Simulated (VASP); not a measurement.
Wanted: the native input for a VASP 6.6.1 run.

```yaml
Task: single point
Functional: LDA
Potentials_or_basis: VASP PAW LDA potentials, release 64 (W_sv, C)
Cutoff: 520 eV
k_mesh: 7 × 7 × 5
Occupations: fermi-dirac, width 0.05 eV
Spin: non-collinear spin, zero start, spin-orbit coupling
Starting_moments: "[[0.0, 0.0, 0.0], [0.0, 0.0, 0.0]] μB"
Dipole_correction: no
Further_INCAR_settings: ALGO = Normal; EDIFF = 1e-07; NBANDS = 30
```

The structure of WC lies in POSCAR:

```
WC
1.0
    1.6403461100     -2.1180379000      0.0000000000
    1.6403461100      2.1180379000      0.0000000000
    0.0000000000      0.0000000000      4.3094211000
W C
1 1
Direct
    0.5000000000      0.5000000000      0.5000000000
    0.0000000000      0.0000000000      0.0000000000
```

The input as run:

INCAR

```
  PREC = Accurate
  ENCUT = 520
  EDIFF = 1E-7
  ISMEAR = -1
  SIGMA = 0.05
  LREAL = False
  LASPH = True
  NELM = 150
  ALGO = Normal
  ISIF = 2
  LWAVE = False
  LCHARG = True
  MAGMOM = 0 0 0 0 0 0
  LORBIT = 11
  LSORBIT = True
  GGA_COMPAT = False
  LORBMOM = True
  LMAXMIX = 4
  GGA = CA
  LVHAR = True
  NBANDS = 30
```

KPOINTS

```
regular mesh
0
Gamma
  7 7 5
```

Potentials or basis: VASP PAW LDA potentials, release 64 (W_sv, C).

Run with:

```console
$ cat potpaw_LDA.64/W_sv/POTCAR potpaw_LDA.64/C/POTCAR > POTCAR
$ mpirun -np 1 vasp_ncl > vasp.out
```

Results of the run:

```
Pressure                                              : -38.7 GPa
Net moment                                            : 0.00 μB per cell
Valence electrons inside the program's atomic spheres : W 11.84; C 2.02
```

Caveat: the cell stands under tension.

Run time: 28 s on 1 thread of Intel(R) Xeon(R) 6975P-C (Granite Rapids), with other jobs on the host, peak memory 0.21 GiB.
